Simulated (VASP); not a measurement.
Input of a VASP 6.6.1 run:

File INCAR:

```
SYSTEM = Pb2O
ALGO = Normal ; EDIFF = 1E-6
ENCUT = 520 ; GGA = PS
ISIF = 2 ; ISMEAR = -1
LASPH = .True. ; LCHARG = .False.
LREAL = .False. ; LWAVE = .False.
NBANDS = 43 ; NELM = 80
PREC = Accurate ; SIGMA = 0.15
```

The input KPOINTS:

```
k-points
0
Gamma
  4 4 4
  0 0 0
```

POSCAR

```
Pb2O
1.0
    5.3766973771      0.0000000000      0.0000000000
    0.0000000000      5.3766973771      0.0000000000
    0.0000000000      0.0000000000      5.3766973771
Pb O
4 2
Direct
    0.2500000000      0.2500000000      0.2500000000
    0.7500000000      0.7500000000      0.2500000000
    0.2500000000      0.7500000000      0.7500000000
    0.7500000000      0.2500000000      0.7500000000
    0.0000000000      0.0000000000      0.0000000000
    0.5000000000      0.5000000000      0.5000000000
```

Potentials or basis: VASP PAW PBE potentials, release 64 (Pb_d, O).

Launch:

```bash
$ cat potpaw_PBE.64/Pb_d/POTCAR potpaw_PBE.64/O/POTCAR > POTCAR
$ mpirun -np 1 vasp_std > vasp.out
```

Problem. Estimate the band gap on the k mesh.

Solution. Zero (bands 34 and 35 overlap by 0.72 eV).

Problem. Estimate the pressure.

Solution. 0.0 GPa.

Caveat: semilocal functionals underestimate gaps, and a narrow one can read as zero; the PAW data sets were made with another functional, which shifts forces and pressure a little; spin-orbit coupling is left out, which moves the levels of the heavy elements.
